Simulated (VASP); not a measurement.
Set up this calculation in VASP 6.6.1, as the native input.

```
Task                   : single point
Functional             : PBE
Potentials or basis    : VASP PAW PBE potentials, release 64 (Ru_pv)
Cutoff                 : 520 eV
k mesh                 : 24 × 24 × 12
Occupations            : gaussian, width 0.15 eV
Spin                   : no spin polarisation
Dipole correction      : no
Further INCAR settings : ALGO = Fast; EDIFF = 1e-06; NBANDS = 21
```

The structure of Ru lies in POSCAR:

```
Ru
1.0
    2.7057993342      0.0000000000      0.0000000000
   -1.3528996671      2.3432909610      0.0000000000
    0.0000000000      0.0000000000      4.2819000000
Ru
2
Direct
    0.3973458706      0.7946917412      0.2500000000
    0.6666666667      0.3333333333      0.7500000000
```

This cell differs from its parent crystal: atom 1 (Ru) moved by (+0.300, +0.000) A along y and z.

The input as run:

INCAR

```
PREC = Accurate
ENCUT = 520
EDIFF = 1E-6
ISMEAR = 0
SIGMA = 0.15
LREAL = F
LASPH = T
NELM = 80
ALGO = Fast
ISIF = 2
LWAVE = F
LCHARG = F
GGA = PE
NBANDS = 21
```

KPOINTS

```
Automatic mesh
0
Gamma
  24 24 12
```

Potentials or basis: VASP PAW PBE potentials, release 64 (Ru_pv).

The run is started by

```sh
$ cat potpaw_PBE.64/Ru_pv/POTCAR > POTCAR
$ mpirun -np 1 vasp_std > vasp.out
```

It gave:

| Property | Result |
| --- | --- |
| Pressure | 9.1 GPa |
| Largest force | 1.833 eV/Å |
| Band gap on the k mesh | zero (bands 14 and 15 overlap by 3.00 eV) |

Caveat: the cell differs from its parent crystal (atom 1 (Ru) moved by (+0.300, +0.000) A along y and z); the cell stands under pressure; forces of over 1 eV/Å act on the atoms, so gaps and moduli don't describe the material at rest.

Run time: 3 min on 1 thread of Intel(R) Xeon(R) 6975P-C (Granite Rapids) (shared host), peak memory 0.55 GiB.
